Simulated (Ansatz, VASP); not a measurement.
Two plane-wave programs on CdSe

```
CELL_PARAMETERS angstrom
0.00000 3.30505 2.87396
2.44286 0.00000 2.87396
2.44286 3.30505 0.00000
ATOMIC_POSITIONS crystal
Cd 0.00000 0.00000 0.00000
Se 0.50000 0.50000 0.50000
```

Change from the starting cell: strain -0.1500 x Voigt [1, -1, 0, 0, 0, 0], atoms carried along.

Alike in both runs: task single point; functional PBEsol; k mesh 14 × 14 × 14; occupations gaussian, width 0.15 eV; no spin polarisation.

|  | VASP | Ansatz |
| --- | --- | --- |
| version | VASP 6.6.1 | Ansatz 0.2.0 |
| potentials or method | VASP PAW PBE potentials, release 64 (Cd, Se), cutoff 520 eV | scalar-relativistic, plane waves, PAW |
| valence electrons in the cell | 18 | 36 |

Ansatz gave:

```
gap on the k mesh at the Fermi level (eV)                     : none
pressure (GPa)                                                : 6.7
traceless stress, the component that is largest in VASP (GPa) : 17.16
```

Problem. Which values does VASP return?

Solution. gap on the k mesh at the Fermi level (eV): none; pressure (GPa): 7.4; traceless stress, the component that is largest in VASP (GPa): 18.00.

VASP's potentials were made for PBE, not for PBEsol. A gap of «none» marks a metal or a gap that the smearing closes. VASP's potentials hold 18 valence electrons a cell and Ansatz's 36, so a difference there can come from the potentials and not from the codes.
